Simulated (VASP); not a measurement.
# Mn3Si (Fm-3m) in VASP: a series of runs

The runs below take Mn3Si through single point, with r2SCAN.

All numbers are computed with VASP 6.6.1; they aren't measurements. Logs are shortened: lines on timing, memory, paths and dates and some standing lists are left out, and cuts for length are marked.

### Step 1. The cell of the first run

It takes space group Fm-3m (No. 225, cubic). Conventional cell: a = 5.722 Å, b = 5.722 Å, c = 5.722 Å, α = 90.00°, β = 90.00°, γ = 90.00°. Mn (site symmetry m-3m) has 8 Mn at 2.48 Å and 6 Si at 2.86 Å within 3.3 Å. Within 3.3 Å of Mn (site symmetry -43m) lie 10 Mn at 2.48 to 2.86 Å and 4 Si at 2.48 Å. Within 3.3 Å of Si (site symmetry m-3m) lie 14 Mn at 2.48 to 2.86 Å.

### Step 2. Single point, r2SCAN

File POSCAR:

```
Mn3Si
1.0
    0.0000000000      5.7220000000      5.7220000000
    2.8610000000      0.0000000000      2.8610000000
    2.8610000000      2.8610000000      0.0000000000
Mn Si
6 2
Direct
    0.2500000000      0.5000000000      0.5000000000
    0.1250000000      0.2500000000      0.2500000000
    0.3750000000      0.7500000000      0.7500000000
    0.7500000000      0.5000000000      0.5000000000
    0.6250000000      0.2500000000      0.2500000000
    0.8750000000      0.7500000000      0.7500000000
    0.0000000000      0.0000000000      0.0000000000
    0.5000000000      0.0000000000      0.0000000000
```

File INCAR.step1:

```
ALGO = Normal
EDIFF = 1E-4
ENCUT = 520
GGA = PE
ISMEAR = -1
LASPH = True
LCHARG = False
LREAL = False
LWAVE = True
NBANDS = 53
NELM = 100
PREC = Accurate
SIGMA = 0.05
```

File INCAR.step2:

```
ALGO = Normal
EDIFF = 1E-6
ENCUT = 520
ISIF = 2
ISMEAR = -1
ISTART = 1
LASPH = True
LCHARG = False
LMIXTAU = True
LREAL = False
LWAVE = False
METAGGA = R2SCAN
NBANDS = 53
NELM = 100
PREC = Accurate
SIGMA = 0.05
```

File KPOINTS:

```
k-points
0
Gamma
  4 8 8
```

Potentials or basis: VASP PAW PBE potentials, release 64 (Mn_pv, Si).

The run is started by

```sh
$ cat potpaw_PBE.64/Mn_pv/POTCAR potpaw_PBE.64/Si/POTCAR > POTCAR
$ cp INCAR.step1 INCAR
$ mpirun -np 1 vasp_std > vasp.out
$ cp INCAR.step2 INCAR
$ mpirun -np 1 vasp_std > vasp.out
```

OUTCAR:

```text
EDIFF = 1E-6
   ENCUT = 520
   ISIF = 2
   ISMEAR = -1
   ISTART = 1
   LASPH = True
   LREAL = False
   METAGGA = R2SCAN
   NELM = 100
   PREC = Accurate

 ion  position               nearest neighbor table
   1  0.250  0.500  0.500-   2 2.48   2 2.48   5 2.48   6 2.48   3 2.48   3 2.48   2 2.48   3 2.48
                             7 2.86   8 2.86   7 2.86   7 2.86   8 2.86   8 2.86
   2  0.125  0.250  0.250-   7 2.48   7 2.48   4 2.48   8 2.48   1 2.48   1 2.48   7 2.48   1 2.48
                             3 2.86   6 2.86   6 2.86   3 2.86   6 2.86   3 2.86
   3  0.375  0.750  0.750-   1 2.48   1 2.48   4 2.48   7 2.48   8 2.48   8 2.48   1 2.48   8 2.48
                             5 2.86   2 2.86   2 2.86   5 2.86   2 2.86   5 2.86
   4  0.750  0.500  0.500-   5 2.48   5 2.48   2 2.48   3 2.48   6 2.48   6 2.48   5 2.48   6 2.48
                             7 2.86   8 2.86   8 2.86   7 2.86   8 2.86   7 2.86
   5  0.625  0.250  0.250-   8 2.48   8 2.48   1 2.48   7 2.48   4 2.48   4 2.48   4 2.48   8 2.48
                             3 2.86   6 2.86   3 2.86   3 2.86   6 2.86   6 2.86
   6  0.875  0.750  0.750-   4 2.48   4 2.48   1 2.48   8 2.48   7 2.48   7 2.48   7 2.48   4 2.48
                             5 2.86   5 2.86   2 2.86   5 2.86   2 2.86   2 2.86
   7  0.000  0.000  0.000-   6 2.48   6 2.48   3 2.48   5 2.48   2 2.48   2 2.48   2 2.48   6 2.48
                             4 2.86   4 2.86   1 2.86   1 2.86   4 2.86   1 2.86
   8  0.500  0.000  0.000-   3 2.48   3 2.48   2 2.48   6 2.48   5 2.48   5 2.48   5 2.48   3 2.48
                             4 2.86   1 2.86   1 2.86   4 2.86   1 2.86   4 2.86

  LATTYP: Found a trigonal (rhomboedric) cell.
 ALAT       =     7.0079901541
 COS(alpha) =     0.8333333333

  Lattice vectors:

 A1 = (   2.8610000000,  -2.8610000000,  -5.7220000000)
 A2 = (   5.7220000000,  -2.8610000000,  -2.8610000000)
 A3 = (   2.8610000000,  -5.7220000000,  -2.8610000000)

Analysis of symmetry for initial positions (statically):
=====================================================================
 Subroutine PRICEL returns following result:

  LATTYP: Found a face centered cubic cell.
 ALAT       =     5.7220000000

  Lattice vectors:

 A1 = (   0.0000000000,   2.8610000000,   2.8610000000)
 A2 = (   2.8610000000,   0.0000000000,   2.8610000000)
 A3 = (   2.8610000000,   2.8610000000,   0.0000000000)

   2 primitive cells build up your supercell.

 Routine SETGRP: Setting up the symmetry group for a
 trigonal (rhombohedral) supercell.

 Subroutine GETGRP returns: Found 12 space group operations
 (whereof 12 operations were pure point group operations)
 out of a pool of 12 trial point group operations.

The static configuration has the point symmetry D_3d.

Analysis of symmetry for dynamics (positions and initial velocities):
=====================================================================
 Subroutine PRICEL returns following result:

  LATTYP: Found a face centered cubic cell.
 ALAT       =     5.7220000000

  Lattice vectors:

 A1 = (   0.0000000000,   2.8610000000,   2.8610000000)
 A2 = (   2.8610000000,   0.0000000000,   2.8610000000)
 A3 = (   2.8610000000,   2.8610000000,   0.0000000000)

   2 primitive cells build up your supercell.

 Routine SETGRP: Setting up the symmetry group for a
 trigonal (rhombohedral) supercell.

 Subroutine GETGRP returns: Found 12 space group operations
 (whereof 12 operations were pure point group operations)
 out of a pool of 12 trial point group operations.

The dynamic configuration has the point symmetry D_3d.

 Subroutine INISYM returns: Found 12 space group operations
 (whereof 12 operations are pure point group operations),
 and found     2 'primitive' translations

----------------------------------------------------------------------------------------

                                     Primitive cell

  volume of cell :      46.8364

  direct lattice vectors                    reciprocal lattice vectors
     0.000000000  2.861000000  2.861000000    -0.174764069  0.174764069  0.174764069
     2.861000000  0.000000000  2.861000000     0.174764069 -0.174764069  0.174764069
[... 42 lines left out ...]
|           W    W   A  A   R    R  NN   N  II  NN   N  G    G  !!!           |
|           W    W  A    A  R    R  N N  N  II  N N  N  G       !!!           |
|           W WW W  AAAAAA  RRRRR   N  N N  II  N  N N  G  GGG   !            |
|           WW  WW  A    A  R   R   N   NN  II  N   NN  G    G                |
|           W    W  A    A  R    R  N    N  II  N    N   GGGG   !!!           |
|                                                                             |
|     Your reciprocal lattice and k-lattice belong to different lattice       |
|     classes:                                                                |
|                                                                             |
|        The reciprocal lattice is rhombohedral (trigonal),                   |
|        whereas your k-lattice is body-centered cubic.                       |
|                                                                             |
|     Results are often still useful ...                                      |
|                                                                             |
 -----------------------------------------------------------------------------

 Subroutine IBZKPT returns following result:
 ===========================================

 Found     35 irreducible k-points:

 Following reciprocal coordinates:
            Coordinates               Weight
  0.000000  0.000000  0.000000      1.000000
  0.250000  0.000000  0.000000      2.000000
  0.500000  0.000000  0.000000      1.000000
  0.000000  0.125000  0.000000      6.000000
  0.250000  0.125000  0.000000      6.000000
  0.500000  0.125000  0.000000      6.000000
[... 16 lines left out ...]
  0.250000  0.375000  0.125000     12.000000
  0.500000  0.375000  0.125000     12.000000
 [... further k-points ...]
   k-points           NKPTS =     35   k-points in BZ     NKDIM =     35   number of bands    NBANDS=     53
   number of dos      NEDOS =    301   number of ions     NIONS =      8
   total plane-waves  NPLWV =  54000
   dimension x,y,z NGX =    60 NGY =   30 NGZ =   30
   dimension x,y,z NGXF=   120 NGYF=   60 NGZF=   60
   ions per type =               6   2
   NGX,Y,Z   is equivalent  to a cutoff of  12.33, 12.33, 12.33 a.u.
   NGXF,Y,Z  is equivalent  to a cutoff of  24.65, 24.65, 24.65 a.u.
 SYSTEM =  unknown system
   PREC   = accura    normal or accurate (medium, high low for compatibility)
   ISTART =      1    job   : 0-new  1-cont  2-samecut
   ICHARG =      0    charge: 1-file 2-atom 10-const
   ISPIN  =      1    spin polarized calculation?
   LNONCOLLINEAR =      F non collinear calculations
   LSORBIT =      F    spin-orbit coupling
   LASPH  =      T    aspherical Exc in radial PAW
   ENCUT  =  520.0 eV  38.22 Ry    6.18 a.u.  15.05  7.52  7.52*2*pi/ulx,y,z
   NELM   =    100;   NELMIN=  2; NELMDL=  0     # of ELM steps
   EDIFF  = 0.1E-05   stopping-criterion for ELM
   LREAL  =      F    real-space projection
   EDIFFG = 0.1E-04   stopping-criterion for IOM
   NSW    =      0    number of steps for IOM
   IBRION =     -1    ionic relax: 0-MD 1-quasi-New 2-CG
   NFREE  =      0    steps in history (QN), initial steepest desc. (CG)
   ISIF   =      2    stress and relaxation
   ISYM   =      2    0-nonsym 1-usesym 2-fastsym
   POTIM  = 0.5000    time-step for ionic-motion
   TEBEG  =    0.0;   TEEND  =   0.0 temperature during run
   PSTRESS=    0.0 pullay stress
   NELECT =      86.0000    total number of electrons
   NUPDOWN=      -1.0000    fix difference up-down
   EMIN   =  10.00;   EMAX   =-10.00  energy-range for DOS
   EFERMI =   0.00;   METHOD = LEGACY
   ISMEAR =    -1;   SIGMA  =   0.05  broadening in eV -4-tet -1-fermi 0-gaus
   EFERMI_NEDOS =   21; number of points for ismear=-14 and -15
   IALGO  =     38    algorithm
   IMIX   =      4    mixing-type and parameters
     AMIX     =   0.40;   BMIX     =  1.00
     AMIX_MAG =   1.60;   BMIX_MAG =  1.00
  volume/ion in A,a.u.               =      11.71        79.02
  Fermi-wavevector in a.u.,A,eV,Ry     =   1.591121  3.006782 34.445395  2.531665
  Thomas-Fermi vector in A             =   2.689710
   LORBIT       =      0    0 simple, 1 ext, 2 COOP (PROOUT), +10 PAW based schemes
   METAGGA = R2SCAN    functional components
   LHFCALC =     F    Hartree Fock is set to
   AEXX    =    0.0000 exact exchange contribution
   IVDW    =     0    specifies the selected vdW correction
   LEPSILON=     F    determine dielectric tensor
   LRPA    =     F    only Hartree local field effects (RPA)
 non-spin polarized calculation
  energy-cutoff  :      520.00
  volume of cell :       93.67
 maximum number of plane-waves:      2556
   NGX = 31   NGY = 15   NGZ = 15

 number of electron      86.0000089 magnetization

 Free energy of the ion-electron system (eV)
  ---------------------------------------------------
  ext. energy  EPLUGINS =         0.00000000
  ---------------------------------------------------
  free energy    TOTEN  =      -104.99248783 eV

  energy without entropy =     -104.89182604  energy(sigma->0) =     -104.94215693

 E-fermi :  10.2669     XC(G=0): -14.3092

 val. band max:       10.2663162358   @ k =  -0.2500   0.3750   0.0000
 cond. band min:      10.2743359851   @ k =  -0.2500   0.5000   0.1250
 fundamental gap:      0.0080197493
 Fermi energy:        10.2668507720

 k-point     1 :       0.0000    0.0000    0.0000
  band No.  band energies     occupation
      1     -40.0644      2.00000
      2     -40.0642      2.00000
      3     -40.0487      2.00000
      4     -40.0487      2.00000
      5     -40.0486      2.00000
      6     -40.0485      2.00000
[... 1333 lines left out ...]
     52      11.9651      0.00000
     53      12.2067      0.00000

 [... further k-points ...]
[... 5 lines left out ...]
  --------------------------------------------------------------------------------------
  -------------------------------------------------------------------------------------
  Total      -14.0926948    -14.0926948    -14.0926948     -0.0013289      0.0013289     -0.0013289
  in kB     -241.0410805   -241.0410805   -241.0410805     -0.0227291      0.0227291     -0.0227291
  external PRESSURE =    -241.0410805 kB  Pullay stress =       0.0000000 kB

 VOLUME and BASIS-vectors are now :
 -----------------------------------------------------------------------------
  energy-cutoff  :      520.00
  volume of cell :       93.67
      direct lattice vectors                 reciprocal lattice vectors
     0.000000000  5.722000000  5.722000000    -0.087382034  0.087382034  0.087382034
     2.861000000  0.000000000  2.861000000     0.174764069 -0.174764069  0.174764069
     2.861000000  2.861000000  0.000000000     0.174764069  0.174764069 -0.174764069

 POSITION                                       TOTAL-FORCE (eV/Angst)
 -----------------------------------------------------------------------------------
      2.86100      2.86100      2.86100        -0.000000      0.000000     -0.000000
      1.43050      1.43050      1.43050        -0.000047      0.000047      0.000047
      4.29150      4.29150      4.29150         0.000047     -0.000047     -0.000047
      2.86100      5.72200      5.72200        -0.000000      0.000000     -0.000000
      1.43050      4.29150      4.29150        -0.000047      0.000047      0.000047
      4.29150      7.15250      7.15250         0.000047     -0.000047     -0.000047
      0.00000      0.00000      0.00000        -0.000000      0.000000     -0.000000
      0.00000      2.86100      2.86100        -0.000000      0.000000     -0.000000
 -----------------------------------------------------------------------------------
    total drift:                               -0.000000      0.000000     -0.000000

  FREE ENERGIE OF THE ION-ELECTRON SYSTEM (eV)
  ---------------------------------------------------
  free  energy   TOTEN  =      -104.9924878283 eV

  energy  without entropy=     -104.8918260355  energy(sigma->0) =     -104.94215693
```

Run time: 13 min. Hardware: 1 thread of Intel Xeon Platinum 8259CL at 2.50GHz (Skylake/Cascade Lake), shared host; peak memory 0.31 GiB.

What came out:

* Free energy: -104.9925 eV
* Pressure: -24.1 GPa
* Band gap on the k mesh: zero (bands 43 and 44 overlap by 0.64 eV)

Caveat: the cell stands under tension; the PAW data sets were made with another functional, which shifts forces and pressure a little; the run has no spin polarisation, though such a crystal can be magnetic.

### Step 3. Single point, r2SCAN, collinear spin, antiferromagnetic start

POSCAR is that of step 2.

File INCAR.step1:

```
PREC = Accurate
ENCUT = 520
ISMEAR = -1
SIGMA = 0.05
LREAL = False
LASPH = True
NELM = 150
ISPIN = 2
MAGMOM = 4.5 4.5 4.5 -4.5 -4.5 -4.5 0 0
LMAXMIX = 4
NBANDS = 57
GGA = PE
ALGO = Normal
EDIFF = 1E-4
LWAVE = True
LCHARG = False
```

File INCAR.step2:

```
PREC = Accurate
ENCUT = 520
EDIFF = 1E-6
ISMEAR = -1
SIGMA = 0.05
LREAL = False
LASPH = True
NELM = 150
ALGO = Normal
ISIF = 2
LWAVE = False
LCHARG = False
ISPIN = 2
MAGMOM = 4.5 4.5 4.5 -4.5 -4.5 -4.5 0 0
LORBIT = 11
LMAXMIX = 4
METAGGA = R2SCAN
LMIXTAU = True
NBANDS = 57
ISTART = 1
```

File KPOINTS:

```
regular mesh
0
Gamma
  4 8 8
```

Potentials or basis: VASP PAW PBE potentials, release 64 (Mn_pv, Si).

The run is started by

```sh
$ cat potpaw_PBE.64/Mn_pv/POTCAR potpaw_PBE.64/Si/POTCAR > POTCAR
$ cp INCAR.step1 INCAR
$ mpirun -np 1 vasp_std > vasp.out
$ cp INCAR.step2 INCAR
$ mpirun -np 1 vasp_std > vasp.out
```

It took 89 min on 1 thread of Oxide Virtual Turin-like, shared host; peak memory 0.42 GiB.

Results (log left out):

```yaml
Free_energy: -107.6105 eV
Pressure: -6.2 GPa
Band_gap_on_the_k_mesh: zero (filled and empty bands overlap)
Net_moment: 0.00 μB per cell
Site_moments: Mn +3.01, -1.65, -3.01, +1.65 (each value once); Si +0.00 μB
Valence_electrons_inside_the_program's_atomic_spheres: Mn 11.81, 11.92 (each value once); Si 1.63
```

Stress tensor (GPa, compression positive):
```
-6.23  2.10  2.10
 2.10 -6.23 -2.10
 2.10 -2.10 -6.23
```

Levels at points of the mesh, in eV from the Fermi level:
Spin up:
| k point | band 39 | band 40 | band 41 | band 42 | band 43 | band 44 | band 45 | band 46 | band 47 | band 48 |
| --- | --- | --- | --- | --- | --- | --- | --- | --- | --- | --- |
| (0.00, 0.00, 0.00) | -1.12 | -0.64 | -0.64 | -0.18 | 0.37 | 0.37 | 0.88 | 0.88 | 1.25 | 1.25 |
| (0.50, 0.00, 0.00) | -1.06 | -0.27 | -0.27 | -0.16 | -0.16 | 0.15 | 0.89 | 0.89 | 1.46 | 1.46 |
| (0.00, 0.50, 0.00) | -1.47 | -1.30 | -1.10 | -0.30 | -0.07 | -0.01 | 0.35 | 0.47 | 0.57 | 1.05 |
| (0.50, 0.50, 0.00) | -1.44 | -1.26 | -1.12 | -0.71 | -0.52 | 0.41 | 0.49 | 0.63 | 1.03 | 1.07 |
Spin down:
```tsv
k point	band 39	band 40	band 41	band 42	band 43	band 44	band 45	band 46	band 47	band 48
(0.00, 0.00, 0.00)	-1.12	-0.64	-0.64	-0.18	0.37	0.37	0.88	0.88	1.25	1.25
(0.50, 0.00, 0.00)	-1.06	-0.27	-0.27	-0.16	-0.16	0.15	0.89	0.89	1.46	1.46
(0.00, 0.50, 0.00)	-1.47	-1.30	-1.10	-0.30	-0.07	-0.01	0.35	0.47	0.57	1.05
(0.50, 0.50, 0.00)	-1.44	-1.26	-1.12	-0.71	-0.52	0.41	0.49	0.63	1.03	1.07
```

Caveat: the cell stands under tension; the PAW data sets were made with another functional, which shifts forces and pressure a little.
